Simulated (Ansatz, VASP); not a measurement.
## NbC4 in VASP and in Ansatz

```
CELL_PARAMETERS angstrom
3.55508 0.00000 0.00000
0.00000 3.55508 0.00000
0.00000 0.00000 3.55508
ATOMIC_POSITIONS crystal
Nb 0.00000 0.00000 0.00000
C 0.50000 0.00000 0.00000
C 0.00000 0.50000 0.00000
C 0.00000 0.00000 0.50000
C 0.50000 0.50000 0.50000
```

Alike in both runs: task relaxation of cell and atoms; functional PBE; k mesh 6 × 6 × 6; occupations gaussian, width 0.1 eV; no spin polarisation.

|  | VASP | Ansatz |
| --- | --- | --- |
| version | VASP 6.6.1 | Ansatz 0.2.0 |
| potentials or method | VASP PAW PBE potentials, release 64 (Nb_sv, C), cutoff 600 eV | scalar-relativistic, plane waves, PAW |
| valence electrons in the cell | 29 | 29 |

Ansatz gave:

```
gap on the k mesh at the Fermi level, each at its own relaxed structure (eV) : none
relaxed volume (Å³/atom)                                                     : 14.58
relaxed cell length with the largest relative difference (Å)                 : 4.178
```

Question: Estimate VASP's values.

Answer: gap on the k mesh at the Fermi level, each at its own relaxed structure (eV): none; relaxed volume (Å³/atom): 14.44; relaxed cell length with the largest relative difference (Å): 4.164.

A gap of «none» marks a metal or a gap that the smearing closes.

Noted on VASP's run: the volume moved by over 15 % at a fixed basis, so the end points are rough.
